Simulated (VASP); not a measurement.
# Au (P6/mmm) in VASP: further runs, part 2 of 2

VASP 6.6.1.

## Step 3: Single point, LDA (16.91 Å³/atom)

Input file INCAR:

```
ALGO = Normal
EDIFF = 1E-7
ENCUT = 520
GGA = CA
ISIF = 2
ISMEAR = -1
LASPH = True
LCHARG = True
LELF = True
LREAL = False
LVHAR = True
LWAVE = False
NBANDS = 24
NELM = 60
PREC = Accurate
SIGMA = 0.1
```

Input file KPOINTS:

```
k-points
0
Gamma
  11 11 15
```

Input file POSCAR:

```
Au
1.0
    4.6117356640      0.0000000000      0.0000000000
   -2.3058678320      3.9938802405      0.0000000000
    0.0000000000      0.0000000000      2.7546262443
Au
3
Direct
    1.0000000000      1.0000000000      0.0000000000
    0.3333333333      0.6666666667      0.5000000000
    0.6666666667      0.3333333333      0.5000000000
```

Potentials or basis: VASP PAW LDA potentials, release 64 (Au).

On the command line:

```console
> cat potpaw_LDA.64/Au/POTCAR > POTCAR
> mpirun -np 1 vasp_std > vasp.out
```

Run time: 40 s. Hardware: 1 thread of Intel Xeon 6975P-C (Granite Rapids), shared host; peak memory 0.23 GiB.

It converged, with:

```
Free energy            : -13.1069 eV
Pressure               : 0.4 GPa
Band gap on the k mesh : zero (an odd number of electrons rules out a gap without spin polarisation)
```

Stress tensor (GPa, compression positive):
```
 0.71  0.00  0.00
 0.00  0.71  0.00
 0.00  0.00 -0.29
```

Levels at points of the mesh, in eV from the Fermi level:
| k point | band 14 | band 15 | band 16 | band 17 | band 18 | band 19 |
| --- | --- | --- | --- | --- | --- | --- |
| (0.00, 0.00, 0.00) | -3.45 | -1.78 | -1.78 | 2.98 | 3.87 | 5.36 |

Caveat: spin-orbit coupling is left out, which moves the levels of the heavy elements.

## Step 4: Single point, LDA (17.59 Å³/atom)

This run uses another cell than the first one, of 17.59 Å³/atom.

Input file INCAR:

```
SYSTEM = Au
  PREC = Accurate
  ENCUT = 520
  EDIFF = 1E-6
  ISMEAR = -1
  SIGMA = 0.1
  LREAL = .False.
  LASPH = .True.
  NELM = 100
  ALGO = Normal
  ISIF = 2
  LWAVE = .False.
  LCHARG = .False.
  NBANDS = 24
```

Input file KPOINTS:

```
regular mesh
0
Gamma
  11 11 15
  0 0 0
```

Input file POSCAR:

```
Au
1.0
    4.6724233559      0.0000000000      0.0000000000
   -2.3362116780      4.0464373234      0.0000000000
    0.0000000000      0.0000000000      2.7908754834
Au
3
Direct
    1.0000000000      1.0000000000      0.0000000000
    0.3333333333      0.6666666667      0.5000000000
    0.6666666667      0.3333333333      0.5000000000
```

Potentials or basis: VASP PAW LDA potentials, release 64 (Au).

On the command line:

```console
> cat potpaw_LDA.64/Au/POTCAR > POTCAR
> mpirun -np 1 vasp_std > vasp.out
```

OUTCAR:

```text
SYSTEM = Au
   PREC = Accurate
   ENCUT = 520
   EDIFF = 1E-6
   ISMEAR = -1
   LREAL = .False.
   LASPH = .True.
   NELM = 100
   ISIF = 2

 ion  position               nearest neighbor table
   1  0.000  0.000  0.000-   2 3.04   3 3.04   2 3.04   3 3.04   2 3.04   2 3.04   3 3.04   3 3.04
                             3 3.04   3 3.04   2 3.04   2 3.04
   2  0.333  0.667  0.500-   3 2.70   3 2.70   3 2.70   1 3.04   1 3.04   1 3.04   1 3.04   1 3.04
                             1 3.04
   3  0.667  0.333  0.500-   2 2.70   2 2.70   2 2.70   1 3.04   1 3.04   1 3.04   1 3.04   1 3.04
                             1 3.04

  LATTYP: Found a hexagonal cell.
[... 839 lines left out ...]

 [... further k-points ...]
[... 5 lines left out ...]
  --------------------------------------------------------------------------------------
  -------------------------------------------------------------------------------------
  Total       -1.9208893     -1.9208893     -2.2252625      0.0000000     -0.0000000      0.0000000
  in kB      -58.3253635    -58.3253635    -67.5672690      0.0000000     -0.0000000      0.0000000
  external PRESSURE =     -61.4059987 kB  Pullay stress =       0.0000000 kB

 VOLUME and BASIS-vectors are now :
 -----------------------------------------------------------------------------
  energy-cutoff  :      520.00
  volume of cell :       52.77
      direct lattice vectors                 reciprocal lattice vectors
     4.672423356  0.000000000  0.000000000     0.214021702  0.123565487  0.000000000
    -2.336211678  4.046437323  0.000000000     0.000000000  0.247130975  0.000000000
     0.000000000  0.000000000  2.790875483     0.000000000  0.000000000  0.358310504

 POSITION                                       TOTAL-FORCE (eV/Angst)
 -----------------------------------------------------------------------------------
      0.00000      0.00000      0.00000         0.000000      0.000000      0.000000
     -0.00000      2.69762      1.39544         0.000000     -0.000000     -0.000000
      2.33621      1.34881      1.39544        -0.000000      0.000000      0.000000
 -----------------------------------------------------------------------------------
    total drift:                                0.000000      0.000000     -0.000000

  FREE ENERGIE OF THE ION-ELECTRON SYSTEM (eV)
  ---------------------------------------------------
  free  energy   TOTEN  =       -13.0701231063 eV

  energy  without entropy=      -13.0400669680  energy(sigma->0) =      -13.05509504
```

OSZICAR:

```text
N       E                     dE             d eps       ncg     rms          rms(c)
DAV:   1     0.200606589013E+03    0.20061E+03   -0.16472E+04  6192   0.130E+03
DAV:   2    -0.102896713217E+02   -0.21090E+03   -0.19612E+03  6768   0.296E+02
DAV:   3    -0.140356825717E+02   -0.37460E+01   -0.37209E+01  7296   0.411E+01
DAV:   4    -0.140549315052E+02   -0.19249E-01   -0.19247E-01  7208   0.311E+00
DAV:   5    -0.140551189780E+02   -0.18747E-03   -0.18747E-03  7600   0.332E-01    0.155E+01
DAV:   6    -0.131383853070E+02    0.91673E+00   -0.19811E+00  6840   0.111E+01    0.980E+00
DAV:   7    -0.130789993958E+02    0.59386E-01   -0.14009E-01  7552   0.281E+00    0.447E+00
DAV:   8    -0.130701307332E+02    0.88687E-02   -0.97860E-03  6920   0.774E-01    0.421E-01
DAV:   9    -0.130701159846E+02    0.14749E-04   -0.58667E-05  7752   0.844E-02    0.294E-02
DAV:  10    -0.130701230573E+02   -0.70727E-05   -0.29362E-06  6784   0.174E-02    0.327E-02
DAV:  11    -0.130701231063E+02   -0.49015E-07   -0.10805E-06  5256   0.824E-03
   1 F= -.13070123E+02 E0= -.13055095E+02  d E =-.300561E-01
```

stdout:

```text
POSCAR found type information on POSCAR Au
 POSCAR found :  1 types and       3 ions
 scaLAPACK will be used
 LDA part: xc-table for (Slater(with rela. corr.)+CA(PZ))
 , standard interpolation
 POSCAR, INCAR and KPOINTS ok, starting setup
 FFT: planning ... GRIDC
 FFT: planning ... GRID_SOFT
 FFT: planning ... GRID
 WAVECAR not read
 entering main loop
```

Wall time 39 s (1 thread of Intel Xeon 6975P-C (Granite Rapids), shared host); peak memory 0.24 GiB.

Results:

| Item | Value |
| --- | --- |
| Free energy | -13.0701 eV |
| Pressure | -6.1 GPa |
| Band gap on the k mesh | zero (an odd number of electrons rules out a gap without spin polarisation) |

Stress tensor (GPa, compression positive):
```
-5.83  0.00  0.00
 0.00 -5.83  0.00
 0.00  0.00 -6.76
```

Caveat: the cell stands under tension; spin-orbit coupling is left out, which moves the levels of the heavy elements.

## Step 5: Single point, LDA (18.27 Å³/atom)

This run uses another cell than the first one, of 18.27 Å³/atom.

Input file INCAR:

```
PREC = Accurate
ENCUT = 520
EDIFF = 1E-7
ISMEAR = -1
SIGMA = 0.1
LREAL = F
LASPH = T
NELM = 60
ALGO = Normal
ISIF = 2
LWAVE = F
LCHARG = F
NBANDS = 24
```

Input file KPOINTS:

```
regular mesh
0
Gamma
  11 11 15
```

Input file POSCAR:

```
Au
1.0
    4.7315742347      0.0000000000      0.0000000000
   -2.3657871174      4.0976634871      0.0000000000
    0.0000000000      0.0000000000      2.8262067719
Au
3
Direct
    1.0000000000      1.0000000000      0.0000000000
    0.3333333333      0.6666666667      0.5000000000
    0.6666666667      0.3333333333      0.5000000000
```

On the command line:

```console
> cat potpaw_LDA.64/Au/POTCAR > POTCAR
> mpirun -np 1 vasp_std > vasp.out
```

It took 40 s on 1 thread of Intel Xeon 6975P-C (Granite Rapids), shared host; peak memory 0.25 GiB.

It converged, with:

| Quantity | Value |
| --- | --- |
| Free energy | -12.9611 eV |
| Pressure | -11.1 GPa |
| Band gap on the k mesh | zero (an odd number of electrons rules out a gap without spin polarisation) |

Stress tensor (GPa, compression positive):
```
-10.81   0.00   0.00
  0.00 -10.81   0.00
  0.00   0.00 -11.65
```

Levels at points of the mesh, in eV from the Fermi level:
| k point | band 14 | band 15 | band 16 | band 17 | band 18 | band 19 |
| --- | --- | --- | --- | --- | --- | --- |
| (0.00, 0.00, 0.00) | -3.19 | -1.75 | -1.75 | 2.69 | 3.53 | 5.12 |

Caveat: the cell stands under tension; spin-orbit coupling is left out, which moves the levels of the heavy elements.

## Step 6: The runs side by side

| cell | gap on the mesh (eV) | pressure (GPa) |
| --- | --- | --- |
| a = 4.612, b = 4.612, c = 2.755 Å, angles 90.0, 90.0, 120.0°, 3 atoms | none | 0.4 |
| a = 4.672, b = 4.672, c = 2.791 Å, angles 90.0, 90.0, 120.0°, 3 atoms | none | -6.1 |
| a = 4.732, b = 4.732, c = 2.826 Å, angles 90.0, 90.0, 120.0°, 3 atoms | none | -11.1 |

Alike in all rows: task single point; level LDA; potentials or basis VASP PAW LDA potentials, release 64 (Au); no spin polarisation; k mesh 11 × 11 × 15; cutoff (eV) 520; smearing fermi-dirac 0.1 eV.

Caveats: spin-orbit coupling is left out, which moves the levels of the heavy elements; the cell stands under tension (at least some runs).

Total energies depend on the potentials used, so only differences within one code and one set of settings carry meaning.
